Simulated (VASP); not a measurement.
# SnTe in VASP: a series of runs

SnTe is run at these levels: r2SCAN, HSE06; tasks: single point.

All numbers are computed with VASP 6.6.1; they aren't measurements. Logs are shortened: lines on timing, memory, paths and dates and some standing lists are left out, and cuts for length are marked.

**1. The cell of the first run**

It takes space group Fm-3m (No. 225, cubic). Conventional cell: a = 6.613 Å, b = 6.613 Å, c = 6.613 Å, α = 90.00°, β = 90.00°, γ = 90.00°. Within 4.3 Å of Sn (site symmetry m-3m) lie 6 Te at 3.31 Å. Within 4.3 Å of Te (site symmetry m-3m) lie 6 Sn at 3.31 Å.

**2. Single point, r2SCAN (strain +3.7%)**

Input file POSCAR:

```
SnTe
1.0
    0.0000000000      3.3067228241      3.3067228241
    3.3067228241      0.0000000000      3.3067228241
    3.3067228241      3.3067228241      0.0000000000
Sn Te
1 1
Direct
    0.0000000000      0.0000000000      0.0000000000
    0.5000000000      0.5000000000      0.5000000000
```

Input file INCAR.step1:

```
SYSTEM = SnTe
PREC = Accurate
ENCUT = 520
ISMEAR = 0
SIGMA = 0.01
LREAL = .False.
LASPH = .True.
NELM = 80
NBANDS = 17
GGA = PE
ALGO = Normal
EDIFF = 1E-4
LWAVE = .True.
LCHARG = .False.
```

Input file INCAR.step2:

```
SYSTEM = SnTe
PREC = Accurate
ENCUT = 520
EDIFF = 1E-6
ISMEAR = 0
SIGMA = 0.01
LREAL = .False.
LASPH = .True.
NELM = 80
ALGO = Normal
ISIF = 2
LWAVE = .False.
LCHARG = .False.
METAGGA = R2SCAN
LMIXTAU = .True.
NBANDS = 17
ISTART = 1
```

Input file KPOINTS:

```
regular mesh
0
Gamma
  8 8 8
  0 0 0
```

Potentials or basis: VASP PAW PBE potentials, release 64 (Sn_d, Te).

The run is started by

```console
cat potpaw_PBE.64/Sn_d/POTCAR potpaw_PBE.64/Te/POTCAR > POTCAR
cp INCAR.step1 INCAR
mpirun -np 1 vasp_std > vasp.out
cp INCAR.step2 INCAR
mpirun -np 1 vasp_std > vasp.out
```

OUTCAR:

```text
SYSTEM = SnTe
   PREC = Accurate
   ENCUT = 520
   EDIFF = 1E-6
   ISMEAR = 0
   LREAL = .False.
   LASPH = .True.
   NELM = 80
   ISIF = 2
   METAGGA = R2SCAN
   ISTART = 1

 ion  position               nearest neighbor table
   1  0.000  0.000  0.000-   2 3.31   2 3.31   2 3.31   2 3.31   2 3.31   2 3.31
   2  0.500  0.500  0.500-   1 3.31   1 3.31   1 3.31   1 3.31   1 3.31   1 3.31

  LATTYP: Found a face centered cubic cell.
 ALAT       =     6.6134456482

  Lattice vectors:

 A1 = (   0.0000000000,   3.3067228241,   3.3067228241)
 A2 = (   3.3067228241,   0.0000000000,   3.3067228241)
 A3 = (   3.3067228241,   3.3067228241,   0.0000000000)

Analysis of symmetry for initial positions (statically):
=====================================================================
 Subroutine PRICEL returns:
 Original cell was already a primitive cell.

 Routine SETGRP: Setting up the symmetry group for a
 face centered cubic supercell.

 Subroutine GETGRP returns: Found 48 space group operations
 (whereof 48 operations were pure point group operations)
 out of a pool of 48 trial point group operations.

The static configuration has the point symmetry O_h .

Analysis of symmetry for dynamics (positions and initial velocities):
=====================================================================
 Subroutine PRICEL returns:
 Original cell was already a primitive cell.

 Routine SETGRP: Setting up the symmetry group for a
 face centered cubic supercell.

 Subroutine GETGRP returns: Found 48 space group operations
 (whereof 48 operations were pure point group operations)
 out of a pool of 48 trial point group operations.

The dynamic configuration has the point symmetry O_h .

 Subroutine INISYM returns: Found 48 space group operations
 (whereof 48 operations are pure point group operations),
 and found     1 'primitive' translations

----------------------------------------------------------------------------------------

                                     Primitive cell

  volume of cell :      72.3142

  direct lattice vectors                    reciprocal lattice vectors
     0.000000000  3.306722824  3.306722824    -0.151207109  0.151207109  0.151207109
     3.306722824  0.000000000  3.306722824     0.151207109 -0.151207109  0.151207109
     3.306722824  3.306722824  0.000000000     0.151207109  0.151207109 -0.151207109

  length of vectors
     4.676412265  4.676412265  4.676412265     0.261898396  0.261898396  0.261898396

  position of ions in fractional coordinates (direct lattice)
     0.000000000  0.000000000  0.000000000
     0.500000000  0.500000000  0.500000000

  ion indices of the primitive-cell ions
   primitive index   ion index
                 1           1
                 2           2

----------------------------------------------------------------------------------------

 KPOINTS: regular mesh

Automatic generation of k-mesh.
 Grid dimensions read from file:
 generate k-points for:    8    8    8

 Generating k-lattice:

  Cartesian coordinates                     Fractional coordinates (reciprocal lattice)
    -0.018900889  0.018900889  0.018900889     0.125000000  0.000000000  0.000000000
     0.018900889 -0.018900889  0.018900889     0.000000000  0.125000000  0.000000000
     0.018900889  0.018900889 -0.018900889     0.000000000  0.000000000  0.125000000

  Length of vectors
     0.032737300  0.032737300  0.032737300

  Shift w.r.t. Gamma in fractional coordinates (k-lattice)
     0.000000000  0.000000000  0.000000000

 Subroutine IBZKPT returns following result:
 ===========================================

 Found     29 irreducible k-points:

 Following reciprocal coordinates:
            Coordinates               Weight
  0.000000  0.000000  0.000000      1.000000
  0.125000  0.000000  0.000000      8.000000
  0.250000  0.000000  0.000000      8.000000
  0.375000  0.000000  0.000000      8.000000
  0.500000  0.000000  0.000000      4.000000
  0.125000  0.125000  0.000000      6.000000
[... 16 lines left out ...]
  0.500000  0.250000  0.125000     48.000000
 -0.375000  0.250000  0.125000     24.000000
 [... further k-points ...]
   k-points           NKPTS =     29   k-points in BZ     NKDIM =     29   number of bands    NBANDS=     17
   number of dos      NEDOS =    301   number of ions     NIONS =      2
   total plane-waves  NPLWV =  46656
   dimension x,y,z NGX =    36 NGY =   36 NGZ =   36
   dimension x,y,z NGXF=    72 NGYF=   72 NGZF=   72
   ions per type =               1   1
   NGX,Y,Z   is equivalent  to a cutoff of  12.80, 12.80, 12.80 a.u.
   NGXF,Y,Z  is equivalent  to a cutoff of  25.60, 25.60, 25.60 a.u.
 SYSTEM =  SnTe
   PREC   = accura    normal or accurate (medium, high low for compatibility)
   ISTART =      1    job   : 0-new  1-cont  2-samecut
   ICHARG =      0    charge: 1-file 2-atom 10-const
   ISPIN  =      1    spin polarized calculation?
   LNONCOLLINEAR =      F non collinear calculations
   LSORBIT =      F    spin-orbit coupling
   LASPH  =      T    aspherical Exc in radial PAW
   ENCUT  =  520.0 eV  38.22 Ry    6.18 a.u.   8.70  8.70  8.70*2*pi/ulx,y,z
   NELM   =     80;   NELMIN=  2; NELMDL=  0     # of ELM steps
   EDIFF  = 0.1E-05   stopping-criterion for ELM
   LREAL  =      F    real-space projection
   EDIFFG = 0.1E-04   stopping-criterion for IOM
   NSW    =      0    number of steps for IOM
   IBRION =     -1    ionic relax: 0-MD 1-quasi-New 2-CG
   NFREE  =      0    steps in history (QN), initial steepest desc. (CG)
   ISIF   =      2    stress and relaxation
   ISYM   =      2    0-nonsym 1-usesym 2-fastsym
   POTIM  = 0.5000    time-step for ionic-motion
   TEBEG  =    0.0;   TEEND  =   0.0 temperature during run
   PSTRESS=    0.0 pullay stress
   NELECT =      20.0000    total number of electrons
   NUPDOWN=      -1.0000    fix difference up-down
   EMIN   =  10.00;   EMAX   =-10.00  energy-range for DOS
   EFERMI =   0.00;   METHOD = LEGACY
   ISMEAR =     0;   SIGMA  =   0.01  broadening in eV -4-tet -1-fermi 0-gaus
   EFERMI_NEDOS =   21; number of points for ismear=-14 and -15
   IALGO  =     38    algorithm
   IMIX   =      4    mixing-type and parameters
     AMIX     =   0.40;   BMIX     =  1.00
     AMIX_MAG =   1.60;   BMIX_MAG =  1.00
  volume/ion in A,a.u.               =      36.16       244.00
  Fermi-wavevector in a.u.,A,eV,Ry     =   1.066622  2.015623 15.479098  1.137682
  Thomas-Fermi vector in A             =   2.202212
   LORBIT       =      0    0 simple, 1 ext, 2 COOP (PROOUT), +10 PAW based schemes
   METAGGA = R2SCAN    functional components
   LHFCALC =     F    Hartree Fock is set to
   AEXX    =    0.0000 exact exchange contribution
   IVDW    =     0    specifies the selected vdW correction
   LEPSILON=     F    determine dielectric tensor
   LRPA    =     F    only Hartree local field effects (RPA)
 non-spin polarized calculation
 Gauss-broadening in eV      SIGMA  =   0.01
  energy-cutoff  :      520.00
  volume of cell :       72.31
 maximum number of plane-waves:      1964
   NGX = 17   NGY = 17   NGZ = 17

 number of electron      19.9999997 magnetization

 Free energy of the ion-electron system (eV)
  ---------------------------------------------------
  ext. energy  EPLUGINS =         0.00000000
  ---------------------------------------------------
  free energy    TOTEN  =       -50.58703226 eV

  energy without entropy =      -50.58703226  energy(sigma->0) =      -50.58703226

 E-fermi :   5.1537     XC(G=0):  -9.3857

 val. band max:        5.0444827979   @ k =   0.5000   0.0000   0.0000
 cond. band min:       5.4801730838   @ k =   0.5000   0.0000   0.0000
 fundamental gap:      0.4356902859
 Fermi energy:         5.1536922584

 k-point     1 :       0.0000    0.0000    0.0000
  band No.  band energies     occupation
      1     -17.4507      2.00000
      2     -17.4507      2.00000
      3     -17.4480      2.00000
      4     -17.4480      2.00000
      5     -17.4480      2.00000
      6      -7.1643      2.00000
[... 9 lines left out ...]
     16      10.5320      0.00000
     17      12.2821      0.00000

 k-point     2 :       0.1250    0.0000    0.0000
  band No.  band energies     occupation
      1     -17.4510      2.00000
      2     -17.4510      2.00000
      3     -17.4479      2.00000
      4     -17.4476      2.00000
      5     -17.4476      2.00000
      6      -7.0542      2.00000
[... 9 lines left out ...]
     16      10.8234      0.00000
     17      13.1273      0.00000

 k-point     3 :       0.2500    0.0000    0.0000
  band No.  band energies     occupation
      1     -17.4520      2.00000
      2     -17.4519      2.00000
      3     -17.4475      2.00000
      4     -17.4463      2.00000
      5     -17.4463      2.00000
      6      -6.7497      2.00000
[... 9 lines left out ...]
     16      11.6479      0.00000
     17      14.9697      0.00000

 k-point     4 :       0.3750    0.0000    0.0000
  band No.  band energies     occupation
      1     -17.4530      2.00000
      2     -17.4530      2.00000
      3     -17.4471      2.00000
      4     -17.4449      2.00000
      5     -17.4449      2.00000
      6      -6.3593      2.00000
[... 9 lines left out ...]
     16      12.9382      0.00000
     17      15.2629      0.00000
[... 343 lines left out ...]
      1     -17.4543      2.00000
      2     -17.4507      2.00000
      3     -17.4481      2.00000
      4     -17.4453      2.00000
      5     -17.4450      2.00000
      6      -6.5127      2.00000
[... 9 lines left out ...]
     16      13.3808      0.00000
     17      13.7474      0.00000

 k-point    23 :       0.5000    0.2500    0.1250
  band No.  band energies     occupation
      1     -17.4549      2.00000
      2     -17.4515      2.00000
      3     -17.4472      2.00000
      4     -17.4448      2.00000
      5     -17.4441      2.00000
      6      -6.1851      2.00000
[... 9 lines left out ...]
     16      13.6657      0.00000
     17      14.8231      0.00000

 k-point    24 :      -0.3750    0.2500    0.1250
  band No.  band energies     occupation
      1     -17.4551      2.00000
      2     -17.4519      2.00000
      3     -17.4463      2.00000
      4     -17.4453      2.00000
      5     -17.4436      2.00000
      6      -6.0216      2.00000
[... 9 lines left out ...]
     16      14.7949      0.00000
     17      14.9945      0.00000

 [... further k-points ...]
[... 5 lines left out ...]
  --------------------------------------------------------------------------------------
  -------------------------------------------------------------------------------------
  Total       -1.7417814     -1.7417814     -1.7417814      0.0000000      0.0000000     -0.0000000
  in kB      -38.5905400    -38.5905400    -38.5905400      0.0000000      0.0000000     -0.0000000
  external PRESSURE =     -38.5905400 kB  Pullay stress =       0.0000000 kB

 VOLUME and BASIS-vectors are now :
 -----------------------------------------------------------------------------
  energy-cutoff  :      520.00
  volume of cell :       72.31
      direct lattice vectors                 reciprocal lattice vectors
     0.000000000  3.306722824  3.306722824    -0.151207109  0.151207109  0.151207109
     3.306722824  0.000000000  3.306722824     0.151207109 -0.151207109  0.151207109
     3.306722824  3.306722824  0.000000000     0.151207109  0.151207109 -0.151207109

 POSITION                                       TOTAL-FORCE (eV/Angst)
 -----------------------------------------------------------------------------------
      0.00000      0.00000      0.00000        -0.000000      0.000000     -0.000000
      3.30672      3.30672      3.30672         0.000000     -0.000000      0.000000
 -----------------------------------------------------------------------------------
    total drift:                               -0.000000      0.000000      0.000000

  FREE ENERGIE OF THE ION-ELECTRON SYSTEM (eV)
  ---------------------------------------------------
  free  energy   TOTEN  =       -50.5870322590 eV

  energy  without entropy=      -50.5870322590  energy(sigma->0) =      -50.58703226
```

Wall time 96 s (1 thread of Intel Xeon Platinum 8375C at 2.90GHz (Ice Lake), shared host); peak memory 0.23 GiB.

Results:

```yaml
Free_energy: -50.5870 eV
Pressure: -3.9 GPa
Band_gap_on_the_k_mesh: 0.44 eV, direct
```

Caveat: the cell differs from its parent crystal (strain +3.7%); the PAW data sets were made with another functional, which shifts forces and pressure a little; spin-orbit coupling is left out, which moves the levels of the heavy elements.

(Continued in part 2 of 2.)
